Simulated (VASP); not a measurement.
# C (P-1) in VASP: further runs, part 2 of 2

VASP 6.6.1.

## 3. Single point, PBEsol+D3(BJ) (the part above a cut slid along it)

Input file INCAR:

```
PREC = Accurate
ENCUT = 520
EDIFF = 1E-7
ISMEAR = 0
SIGMA = 0.05
LREAL = False
LASPH = True
NELM = 60
ALGO = Normal
ISIF = 2
LWAVE = False
LCHARG = False
GGA = PS
IVDW = 12
NBANDS = 31
```

Input file KPOINTS:

```
Automatic mesh
0
Gamma
  8 11 3
```

Input file POSCAR:

```
C
1.0
    0.0000000000      1.4191802056     -3.2829684911
   -2.4580922212      0.0000000000      0.0000000000
    2.0484101843     11.7171248453      3.0616004897
C
10
Direct
    0.3599060732      0.1894609962      0.7073531954
    0.7509686503      0.6453222962      0.0543867554
    0.9032030060      0.2813569712      0.2176283654
    0.0554373617      0.9173916462      0.3808699754
    0.2076717174      0.5534263212      0.5441115854
    0.8012657054      0.1907123788      0.1088548546
   -0.0464999389      0.8267470538      0.2720964645
    0.1057344169      0.4627817288      0.4353380745
    0.2579687726      1.0988164038      0.5985796845
    0.4102031283      0.7348510788      0.7618212945
```

Potentials or basis: VASP PAW PBE potentials, release 64 (C).

Run with:

```
cat potpaw_PBE.64/C/POTCAR > POTCAR
mpirun -np 1 vasp_std > vasp.out
```

OUTCAR:

```text
PREC = Accurate
   ENCUT = 520
   EDIFF = 1E-7
   ISMEAR = 0
   LREAL = False
   LASPH = True
   NELM = 60
   ISIF = 2
   GGA = PS
   IVDW = 12
 IVDW          = 12

 ion  position               nearest neighbor table
   1  0.360  0.189  0.707-  10 1.42  10 1.42   9 1.42
   2  0.751  0.645  0.054-   6 1.42   6 1.42
   3  0.903  0.281  0.218-   6 1.42   7 1.42   7 1.42
   4  0.055  0.917  0.381-   8 1.42   8 1.42   7 1.42
   5  0.208  0.553  0.544-   9 1.42   9 1.42   8 1.42
   6  0.801  0.191  0.109-   3 1.42   2 1.42   2 1.42
   7  0.954  0.827  0.272-   3 1.42   3 1.42   4 1.42
   8  0.106  0.463  0.435-   4 1.42   4 1.42   5 1.42
   9  0.258  0.099  0.599-   5 1.42   5 1.42   1 1.42
  10  0.410  0.735  0.762-   1 1.42   1 1.42

  LATTYP: Found a triclinic cell.
 ALAT       =     2.4580922212
 B/A-ratio  =     1.7655299651
 C/A-ratio  =     5.0630413295
 COS(alpha) =     0.0087330199
 COS(beta)  =     0.2304280354
 COS(gamma) =     0.5664021681

  Lattice vectors:

 A1 = (  -2.4580922212,   0.0000000000,   0.0000000000)
[... 203 lines left out ...]
  band No.  band energies     occupation
      1     -16.9348      2.00000
      2     -16.1569      2.00000
      3     -14.9939      2.00000
      4     -13.4669      2.00000
      5     -11.9202      2.00000
      6      -9.1275      2.00000
[... 805 lines left out ...]
     30      11.7976      0.00000
     31      12.5240      0.00000

 [... further k-points ...]

------------------------ aborting loop because EDIFF is reached ----------------------------------------

 Edisp (eV)   -0.98784

 E8    (eV) :    -0.4821

  FORCE on cell =-STRESS in cart. coord.  units (eV):
  Direction    XX          YY          ZZ          XY          YZ          ZX
  --------------------------------------------------------------------------------------
  -------------------------------------------------------------------------------------
  Total      -0.39828    -0.92673    -0.40223    -0.05829    -0.07470    -0.01184
  in kB      -6.06373   -14.10911    -6.12380    -0.88749    -1.13735    -0.18029
  external pressure =       -8.77 kB  Pullay stress =        0.00 kB

 VOLUME and BASIS-vectors are now :
 -----------------------------------------------------------------------------
  energy-cutoff  :      520.00
  volume of cell :      105.24
      direct lattice vectors                 reciprocal lattice vectors
     0.000000000  1.419180206 -3.282968491     0.000000000  0.071512814 -0.273688411
    -2.458092221  0.000000000  0.000000000    -0.406819562  0.063902937  0.027624323
     2.048410184 11.717124845  3.061600490     0.000000000  0.076683524  0.033149188

 POSITION                                       TOTAL-FORCE (eV/Angst)
 -----------------------------------------------------------------------------------
      0.98324      8.79892      0.98407        -0.004373      2.542147      0.120384
     -1.47486      1.70302     -2.29890        -0.018375      1.242667      0.037439
     -0.24581      3.83179     -2.29890        -0.001803      0.781366      0.034446
     -1.47486      4.54138      0.98407        -0.000001      0.123804      0.008334
     -0.24581      6.67015      0.98407        -0.000145      0.132002      0.009193
     -0.24581      2.41261     -2.29726         0.004373     -2.542147     -0.120384
     -1.47486      4.54138     -2.29726         0.000145     -0.132002     -0.009193
     -0.24581      5.25097      0.98571         0.000001     -0.123804     -0.008334
      0.98324      7.37974      0.98571         0.001803     -0.781366     -0.034446
     -0.24581      9.50851      0.98571         0.018375     -1.242667     -0.037439
 -----------------------------------------------------------------------------------
    total drift:                               -0.000004     -0.000018      0.000001

  FREE ENERGIE OF THE ION-ELECTRON SYSTEM (eV)
  ---------------------------------------------------
  free  energy   TOTEN  =       -90.6163236747 eV

  energy  without entropy=      -90.6135539913  energy(sigma->0) =      -90.61493883
```

OSZICAR:

```text
N       E                     dE             d eps       ncg     rms          rms(c)
DAV:   1     0.145491208471E+03    0.14549E+03   -0.19946E+04  8254   0.117E+03
DAV:   2    -0.819517552239E+02   -0.22744E+03   -0.21936E+03 10552   0.250E+02
DAV:   3    -0.948425444199E+02   -0.12891E+02   -0.12771E+02 10508   0.586E+01
DAV:   4    -0.950458356779E+02   -0.20329E+00   -0.20298E+00 11146   0.826E+00
DAV:   5    -0.950509171542E+02   -0.50815E-02   -0.50803E-02 11014   0.122E+00    0.140E+01
DAV:   6    -0.908617213506E+02    0.41892E+01   -0.44012E+00 10219   0.913E+00    0.800E+00
DAV:   7    -0.896205174561E+02    0.12412E+01   -0.41075E+00 10356   0.891E+00    0.205E+00
DAV:   8    -0.896282057184E+02   -0.76883E-02   -0.13325E-01  9973   0.171E+00    0.644E-01
DAV:   9    -0.896280779459E+02    0.12777E-03   -0.17027E-02 10415   0.647E-01    0.146E-01
DAV:  10    -0.896282911328E+02   -0.21319E-03   -0.19946E-03 10429   0.211E-01    0.602E-02
DAV:  11    -0.896284349618E+02   -0.14383E-03   -0.17924E-04 10413   0.686E-02    0.262E-02
DAV:  12    -0.896284808413E+02   -0.45879E-04   -0.47367E-05 10211   0.353E-02    0.547E-03
DAV:  13    -0.896284816139E+02   -0.77256E-06   -0.33073E-06 11012   0.927E-03    0.275E-03
DAV:  14    -0.896284820656E+02   -0.45167E-06   -0.98581E-07 10277   0.490E-03    0.108E-03
DAV:  15    -0.896284820195E+02    0.46036E-07   -0.13162E-07  8018   0.196E-03
   1 F= -.90616324E+02 E0= -.90614939E+02  d E =-.276968E-02
```

It took 3.6 min on 1 thread of Intel Xeon 6975P-C (Granite Rapids), shared host; peak memory 0.39 GiB.

What came out:

| Property | Result |
| --- | --- |
| Free energy | -90.6163 eV |
| Pressure | -0.9 GPa |
| Largest force | 2.545 eV/Å |
| Band gap on the k mesh | zero (bands 20 and 21 overlap by 0.05 eV) |
| Dispersion energy per atom | -0.099 eV |

Forces in eV/Å, atoms in the order of the input:
```
C   -0.004  2.542  0.120
C   -0.018  1.243  0.037
C   -0.002  0.781  0.034
C    0.000  0.124  0.008
C    0.000  0.132  0.009
C    0.004 -2.542 -0.120
C    0.000 -0.132 -0.009
C    0.000 -0.124 -0.008
C    0.002 -0.781 -0.034
C    0.018 -1.243 -0.037
```

Caveat: the cell differs from its parent crystal (the part above a cut slid along it); the PAW data sets were made with another functional, which shifts forces and pressure a little.

## 4. Single point, PBEsol+D3(BJ) (the part above a cut slid along it)

Input file INCAR:

```
PREC     = Accurate       # precision mode
ENCUT    = 520            # plane-wave cutoff, eV
EDIFF    = 1E-6           # SCF threshold, eV
ISMEAR   = 0              # smearing method
SIGMA    = 0.05           # smearing width, eV
LREAL    = False          # projectors in reciprocal space
LASPH    = True           # aspherical terms in the spheres
NELM     = 100            # most SCF steps
ALGO     = Normal         # electronic algorithm
ISIF     = 2              # what is computed and relaxed
LWAVE    = False          # write WAVECAR
LCHARG   = True           # write CHGCAR
GGA      = PS             # functional
IVDW     = 12             # dispersion correction
LELF     = True           # ELF
LVHAR    = True         
NBANDS   = 31             # bands
```

Input file KPOINTS:

```
regular mesh
0
Gamma
  8 11 3
```

Input file POSCAR:

```
C
1.0
    0.0000000000      1.4191802056     -3.2829684911
   -2.4580922212      0.0000000000      0.0000000000
    2.0484101843     10.6156375142      2.5854433103
C
10
Direct
    0.3193805710      0.2551387579      0.7861665095
    0.7478527379      0.6503721078      0.0604465293
    0.8907346962      0.3015637703      0.2418765244
    0.0336166545      0.9527554328      0.4233065194
    0.1764986127      0.6039470954      0.6047365144
    0.7950292204      0.2008195547      0.1209834657
   -0.0620888214      0.8520112173      0.3024134607
    0.0807931369      0.5032028798      0.4838434558
    0.2236750952      1.1543945423      0.6652734508
    0.3665570534      0.8055862049      0.8467034458
```

Potentials or basis: VASP PAW PBE potentials, release 64 (C).

Run with:

```
cat potpaw_PBE.64/C/POTCAR > POTCAR
mpirun -np 1 vasp_std > vasp.out
```

OUTCAR:

```text
PREC = Accurate
   ENCUT = 520
   EDIFF = 1E-6
   ISMEAR = 0
   LREAL = False
   LASPH = True
   NELM = 100
   ISIF = 2
   GGA = PS
   IVDW = 12
 IVDW          = 12

 ion  position               nearest neighbor table
   1  0.319  0.255  0.786-  10 1.42  10 1.42   9 1.42
   2  0.748  0.650  0.060-   6 1.42   6 1.42
   3  0.891  0.302  0.242-   7 1.42   7 1.42   6 1.42
   4  0.034  0.953  0.423-   8 1.42   8 1.42   7 1.42
   5  0.176  0.604  0.605-   8 1.42   9 1.42   9 1.42
   6  0.795  0.201  0.121-   2 1.42   3 1.42   2 1.42
   7  0.938  0.852  0.302-   3 1.42   3 1.42   4 1.42
   8  0.081  0.503  0.484-   5 1.42   4 1.42   4 1.42
   9  0.224  0.154  0.665-   5 1.42   1 1.42   5 1.42
  10  0.367  0.806  0.847-   1 1.42   1 1.42

  LATTYP: Found a triclinic cell.
 ALAT       =     2.4580922212
 B/A-ratio  =     1.7655299651
 C/A-ratio  =     4.5954479970
 COS(alpha) =     0.0096216170
 COS(beta)  =     0.2538744139
 COS(gamma) =     0.5664021681

  Lattice vectors:

 A1 = (  -2.4580922212,   0.0000000000,   0.0000000000)
 A2 = (  -2.4580922212,  -1.4191802056,   3.2829684911)
 A3 = (  -2.8677742581,  10.6156375142,   2.5854433103)

Analysis of symmetry for initial positions (statically):
=====================================================================
 Subroutine PRICEL returns:
 Original cell was already a primitive cell.

 Routine SETGRP: Setting up the symmetry group for a
 triclinic supercell.

 Subroutine GETGRP returns: Found  2 space group operations
 (whereof  1 operations were pure point group operations)
 out of a pool of  2 trial point group operations.

The static configuration has the point symmetry C_1 .
 The point group associated with its full space group is S_2 .

Analysis of symmetry for dynamics (positions and initial velocities):
=====================================================================
 Subroutine PRICEL returns:
 Original cell was already a primitive cell.

 Routine SETGRP: Setting up the symmetry group for a
 triclinic supercell.

 Subroutine GETGRP returns: Found  2 space group operations
 (whereof  1 operations were pure point group operations)
 out of a pool of  2 trial point group operations.

The dynamic configuration has the point symmetry C_1 .
 The point group associated with its full space group is S_2 .

 Subroutine INISYM returns: Found  2 space group operations
 (whereof  1 operations are pure point group operations),
 and found     1 'primitive' translations

----------------------------------------------------------------------------------------

                                     Primitive cell

  volume of cell :      94.6857

  direct lattice vectors                    reciprocal lattice vectors
     0.000000000  1.419180206 -3.282968491     0.000000000  0.067119481 -0.275587586
    -2.458092221  0.000000000  0.000000000    -0.406819562  0.071023004  0.030702226
     2.048410184 10.615637514  2.585443310     0.000000000  0.085227605  0.036842672

  length of vectors
     3.576584204  2.458092221 11.116306096     0.283643336  0.414112363  0.092850025

[... 56 lines left out ...]
  0.375000  0.000000 -0.000000      2.000000
  0.500000  0.000000 -0.000000      1.000000
  0.000000  0.090909  0.000000      2.000000
[... 16 lines left out ...]
  0.125000  0.272727 -0.000000      2.000000
  0.250000  0.272727  0.000000      2.000000
 [... further k-points ...]
   k-points           NKPTS =    133   k-points in BZ     NKDIM =    133   number of bands    NBANDS=     31
   number of dos      NEDOS =    301   number of ions     NIONS =     10
   total plane-waves  NPLWV =  42336
   dimension x,y,z NGX =    28 NGY =   18 NGZ =   84
   dimension x,y,z NGXF=    56 NGYF=   36 NGZF=  168
   ions per type =              10
   NGX,Y,Z   is equivalent  to a cutoff of  13.01, 12.17, 12.56 a.u.
   NGXF,Y,Z  is equivalent  to a cutoff of  26.03, 24.35, 25.12 a.u.
 SYSTEM =  unknown system
   PREC   = accura    normal or accurate (medium, high low for compatibility)
   ISTART =      0    job   : 0-new  1-cont  2-samecut
   ICHARG =      2    charge: 1-file 2-atom 10-const
   ISPIN  =      1    spin polarized calculation?
   LNONCOLLINEAR =      F non collinear calculations
   LSORBIT =      F    spin-orbit coupling
   LASPH  =      T    aspherical Exc in radial PAW
   ENCUT  =  520.0 eV  38.22 Ry    6.18 a.u.   6.65  4.57 20.67*2*pi/ulx,y,z
   NELM   =    100;   NELMIN=  2; NELMDL= -5     # of ELM steps
   EDIFF  = 0.1E-05   stopping-criterion for ELM
   LREAL  =      F    real-space projection
   EDIFFG = 0.1E-04   stopping-criterion for IOM
   NSW    =      0    number of steps for IOM
   IBRION =     -1    ionic relax: 0-MD 1-quasi-New 2-CG
   NFREE  =      0    steps in history (QN), initial steepest desc. (CG)
   ISIF   =      2    stress and relaxation
   ISYM   =      2    0-nonsym 1-usesym 2-fastsym
   POTIM  = 0.5000    time-step for ionic-motion
   TEBEG  =    0.0;   TEEND  =   0.0 temperature during run
   PSTRESS=    0.0 pullay stress
   NELECT =      40.0000    total number of electrons
   NUPDOWN=      -1.0000    fix difference up-down
   EMIN   =  10.00;   EMAX   =-10.00  energy-range for DOS
   EFERMI =   0.00;   METHOD = LEGACY
   ISMEAR =     0;   SIGMA  =   0.05  broadening in eV -4-tet -1-fermi 0-gaus
   EFERMI_NEDOS =   21; number of points for ismear=-14 and -15
   IALGO  =     38    algorithm
   IMIX   =      4    mixing-type and parameters
     AMIX     =   0.40;   BMIX     =  1.00
     AMIX_MAG =   1.60;   BMIX_MAG =  1.00
  volume/ion in A,a.u.               =       9.47        63.90
  Fermi-wavevector in a.u.,A,eV,Ry     =   1.228382  2.321305 20.530121  1.508921
  Thomas-Fermi vector in A             =   2.363309
   LORBIT       =      0    0 simple, 1 ext, 2 COOP (PROOUT), +10 PAW based schemes
   GGA     = PS    functional components
   LHFCALC =     F    Hartree Fock is set to
   AEXX    =    0.0000 exact exchange contribution
   IVDW    =    12    specifies the selected vdW correction
   LEPSILON=     F    determine dielectric tensor
   LRPA    =     F    only Hartree local field effects (RPA)
 non-spin polarized calculation
 Gauss-broadening in eV      SIGMA  =   0.05
  energy-cutoff  :      520.00
  volume of cell :       94.69
 maximum number of plane-waves:      2575
   NGX = 13   NGY =  9   NGZ = 41

 number of electron      39.9999999 magnetization

 Free energy of the ion-electron system (eV)
  ---------------------------------------------------
  ext. energy  EPLUGINS =         0.00000000
  ---------------------------------------------------
  free energy    TOTEN  =       -90.44845399 eV

  energy without entropy =      -90.44610314  energy(sigma->0) =      -90.44727856

 E-fermi :   3.4860     XC(G=0): -10.3207

 val. band max:        3.4653853157   @ k =   0.2500  -0.3636   0.3333
 cond. band min:       3.4873477847   @ k =   0.3750   0.4545   0.0000
 fundamental gap:      0.0219624691
 Fermi energy:         3.4860196873

 k-point     1 :       0.0000    0.0000    0.0000
  band No.  band energies     occupation
      1     -15.8340      2.00000
      2     -15.0838      2.00000
      3     -14.0009      2.00000
      4     -12.3930      2.00000
      5     -10.9714      2.00000
      6      -8.0045      2.00000
[... 805 lines left out ...]
     30      12.8865      0.00000
     31      13.7821      0.00000

 [... further k-points ...]

------------------------ aborting loop because EDIFF is reached ----------------------------------------

 Edisp (eV)   -1.07445

 E8    (eV) :    -0.5227

  FORCE on cell =-STRESS in cart. coord.  units (eV):
  Direction    XX          YY          ZZ          XY          YZ          ZX
  --------------------------------------------------------------------------------------
  -------------------------------------------------------------------------------------
  Total      -1.59291    -3.23255    -0.56801    -1.02681     0.54071    -0.33478
  in kB     -26.95358   -54.69803    -9.61124   -17.37464     9.14927    -5.66477
  external pressure =      -30.42 kB  Pullay stress =        0.00 kB

 VOLUME and BASIS-vectors are now :
 -----------------------------------------------------------------------------
  energy-cutoff  :      520.00
  volume of cell :       94.69
      direct lattice vectors                 reciprocal lattice vectors
     0.000000000  1.419180206 -3.282968491     0.000000000  0.067119481 -0.275587586
    -2.458092221  0.000000000  0.000000000    -0.406819562  0.071023004  0.030702226
     2.048410184 10.615637514  2.585443310     0.000000000  0.085227605  0.036842672

 POSITION                                       TOTAL-FORCE (eV/Angst)
 -----------------------------------------------------------------------------------
      0.98324      8.79892      0.98407        -0.068236      2.571032     -0.087309
     -1.47486      1.70302     -2.29890        -0.420626      0.521228      0.115603
     -0.24581      3.83179     -2.29890        -0.049976      0.733438     -0.044448
     -1.47486      4.54138      0.98407        -0.005040      0.162530      0.027148
     -0.24581      6.67015      0.98407        -0.004578      0.188234      0.019677
     -0.24581      2.41261     -2.29726         0.068236     -2.571032      0.087309
     -1.47486      4.54138     -2.29726         0.004578     -0.188234     -0.019677
     -0.24581      5.25097      0.98571         0.005040     -0.162530     -0.027148
      0.98324      7.37974      0.98571         0.049976     -0.733438      0.044448
     -0.24581      9.50851      0.98571         0.420626     -0.521228     -0.115603
 -----------------------------------------------------------------------------------
    total drift:                                0.000016      0.000004      0.000010

  FREE ENERGIE OF THE ION-ELECTRON SYSTEM (eV)
  ---------------------------------------------------
  free  energy   TOTEN  =       -91.5229003824 eV

  energy  without entropy=      -91.5205495332  energy(sigma->0) =      -91.52172496
```

Run time: 2.8 min. Hardware: 1 thread of Intel Xeon 6975P-C (Granite Rapids), shared host; peak memory 0.36 GiB.

Results:

```yaml
Free_energy: -91.5229 eV
Pressure: -3.0 GPa
Largest_force: 2.573 eV/Å
Band_gap_on_the_k_mesh: zero (bands 20 and 21 overlap by 0.16 eV)
Dispersion_energy_per_atom: -0.107 eV
```

Forces on the atoms (eV/Å):
```
C   -0.068  2.571 -0.087
C   -0.421  0.521  0.116
C   -0.050  0.733 -0.044
C   -0.005  0.163  0.027
C   -0.005  0.188  0.020
C    0.068 -2.571  0.087
C    0.005 -0.188 -0.020
C    0.005 -0.163 -0.027
C    0.050 -0.733  0.044
C    0.421 -0.521 -0.116
```

Stress tensor (GPa, compression positive):
```
-2.70 -1.74 -0.57
-1.74 -5.47  0.91
-0.57  0.91 -0.96
```

Caveat: the cell differs from its parent crystal (the part above a cut slid along it); the cell stands under tension; the PAW data sets were made with another functional, which shifts forces and pressure a little.

## 5. Summary

| cell | gap on the mesh (eV) | pressure (GPa) | largest force (eV/Å) |
| --- | --- | --- | --- |
| a = 3.577, b = 2.458, c = 12.677 Å, angles 103.1, 76.2, 90.0°, 10 atoms | - | -1.0 | 2.43 |
| a = 3.577, b = 2.458, c = 12.283 Å, angles 99.6, 81.4, 90.0°, 10 atoms | none | -0.9 | 2.54 |
| a = 3.577, b = 2.458, c = 11.116 Å, angles 100.6, 80.5, 90.0°, 10 atoms | none | -3.0 | 2.57 |

Alike in all rows: task single point; level PBEsol+D3(BJ); potentials or basis VASP PAW PBE potentials, release 64 (C); no spin polarisation; k mesh 8 × 11 × 3; cutoff (eV) 520; smearing gaussian 0.05 eV.

Caveats: the PAW data sets were made with another functional, which shifts forces and pressure a little; the cell stands under tension (at least some runs).

Absolute energies hang on the potentials; compare differences alone.

The gap in the log of VASP goes by the Fermi energy; the results here count the filled bands.